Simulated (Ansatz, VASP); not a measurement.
**One calculation of Bi2Se3, two programs**

```xyz
5
Lattice="2.0508 1.1840 9.5453 -2.0508 1.1840 9.5453 0.0000 -2.3680 9.5453" Properties=species:S:1:pos:R:3 pbc="T T T"
Bi    0.0000    0.0000   11.4773
Bi    0.0000    0.0000   17.1587
Se    0.0000    0.0000    0.0000
Se    0.0000    0.0000    6.0622
Se    0.0000    0.0000   22.5738
```

Change from the starting cell: equal xx and yy strain of -1 %.

Alike in both runs: task single point; functional PBE; k mesh 6 × 6 × 6; occupations fermi-dirac, width 0.03 eV; no spin polarisation.

|  | VASP | Ansatz |
| --- | --- | --- |
| version | VASP 6.6.1 | Ansatz 0.2.0 |
| potentials or method | VASP PAW PBE potentials, release 64 (Bi_d, Se), cutoff 520 eV | all-electron LAPW, scalar-relativistic |

|  | VASP | Ansatz | Ansatz less VASP |
| --- | --- | --- | --- |
| pressure (GPa) | 4.0 | 4.0 | -0.02 |
| traceless stress, the component that is largest in VASP (GPa) | -0.25 | -0.25 | -0.002 |
| rms of the force components (eV/Å) | 0.156 | 0.149 | -0.0063 |

Atom by atom the forces differ by 0.006 eV/Å (rms over components). Ansatz ran all-electron here, and VASP with PAW potentials.

Neither program's run includes spin-orbit coupling.
